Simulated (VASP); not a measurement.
**Al4BSbP2: single point with PBE**

Crystal: Al4BSbP2.

```xyz
8
Lattice="-2.6567 2.6567 5.9133 2.6567 -2.6567 5.9133 2.6567 2.6567 -5.9133" Properties=species:S:1:pos:R:3 pbc="T T T"
Al    1.5826    1.5826   -1.5370
Al   -1.0741    1.0741    7.4502
Al    1.0741    1.0741    4.3763
Al    1.0741   -1.0741    7.4502
B     0.0000    0.0000    5.9133
Sb    0.0000    0.0000    0.0000
P     0.0000    2.6567    2.9566
P     2.6567    0.0000    2.9566
```

```
Program                : VASP 6.6.1
Task                   : single point
Functional             : PBE
Potentials or basis    : VASP PAW PBE potentials, release 64 (Al, B, Sb, P)
Cutoff                 : 520 eV
k mesh                 : 8 × 8 × 8
Occupations            : gaussian, width 0.1 eV
Spin                   : no spin polarisation
Dipole correction      : no
Further INCAR settings : ALGO = Normal; EDIFF = 1e-06; NBANDS = 25
```

```
Pressure               : 0.0 GPa
Largest force          : 0.019 eV/Å
Band gap on the k mesh : zero (bands 15 and 16 overlap by 1.49 eV)
```

Forces on the atoms (eV/Å):
```
Al   0.008  0.008 -0.014
Al   0.008 -0.008  0.014
Al  -0.008 -0.008 -0.014
Al  -0.008  0.008  0.014
B    0.000  0.000  0.000
Sb   0.000  0.000  0.000
P    0.000  0.000  0.000
P    0.000  0.000  0.000
```

Levels at points of the mesh, in eV from the Fermi level:
| k point | band 11 | band 12 | band 13 | band 14 | band 15 | band 16 | band 17 | band 18 | band 19 | band 20 |
| --- | --- | --- | --- | --- | --- | --- | --- | --- | --- | --- |
| (0.00, 0.00, 0.00) | -2.66 | -1.66 | -1.66 | -0.08 | 0.89 | 0.89 | 1.35 | 2.69 | 3.39 | 3.58 |
| (0.50, 0.00, 0.00) | -2.03 | -1.88 | -1.69 | -1.19 | -0.78 | -0.51 | 2.96 | 3.58 | 3.65 | 3.80 |
| (0.50, 0.50, 0.00) | -1.05 | -0.85 | -0.84 | -0.81 | 0.85 | 0.96 | 2.38 | 2.41 | 3.86 | 4.02 |
| (0.50, 0.50, 0.50) | -2.05 | -1.64 | -1.41 | -1.41 | 0.16 | 0.16 | 0.71 | 1.66 | 2.03 | 2.03 |

Run time: 9.8 min on 1 thread of Intel(R) Xeon(R) Platinum 8488C (Sapphire Rapids) (shared host), peak memory 0.53 GiB.

Caveat: spin-orbit coupling is left out, which moves the levels of the heavy elements.
